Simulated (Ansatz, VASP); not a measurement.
**PbSe in VASP and in Ansatz**

INCAR

```
PREC = Accurate ; ENCUT = 520
EDIFF = 1E-6 ; ISMEAR = -1
SIGMA = 0.06 ; LREAL = False
LASPH = True ; NELM = 100
ALGO = Normal ; ISIF = 2
LWAVE = False ; LCHARG = False
GGA = PE ; NBANDS = 17
```

KPOINTS

```
regular mesh
0
Gamma
  5 5 5
```

The input POSCAR:

```
PbSe
1.0
    0.0000000000      3.0606500000      3.0606500000
    3.0606500000      0.0000000000      3.0606500000
    3.0606500000      3.0606500000      0.0000000000
Pb Se
1 1
Direct
    0.0000000000      0.0000000000      0.0000000000
    0.5000000000      0.5000000000      0.5000000000
```

input.yaml

```yaml
crystal:
  lattice:
    - [0.0, 3.06065, 3.06065]
    - [3.06065, 0.0, 3.06065]
    - [3.06065, 3.06065, 0.0]
  atoms:
    - { symbol: Pb, position: [0.0, 0.0, 0.0] }
    - { symbol: Se, position: [0.5, 0.5, 0.5] }
kpoints:
  mp_grid: { grid: [5, 5, 5] }
scf:
  occupations: { method: fermi_dirac, width: 0.06 }
hamiltonian:
  xc: pbe
  pseudopotentials: { kind: all_electron, lapw: { basis_error: 0.003 } }
output:
  forces: true
  stress: true
  eigenvalues: true
```

Alike in both runs: task single point; functional PBE; k mesh 5 × 5 × 5; occupations fermi-dirac, width 0.06 eV; no spin polarisation.

```csv
,VASP,Ansatz
version,VASP 6.6.1,Ansatz 0.2.0
potentials or method,"VASP PAW PBE potentials, release 64 (Pb_d, Se), cutoff 520 eV","all-electron LAPW, scalar-relativistic"
```

|  | VASP | Ansatz | Ansatz less VASP |
| --- | --- | --- | --- |
| pressure (GPa) | 2.2 | 2.3 | +0.03 |

Ansatz ran all-electron here, and VASP with PAW potentials.

Spin-orbit coupling is off throughout.
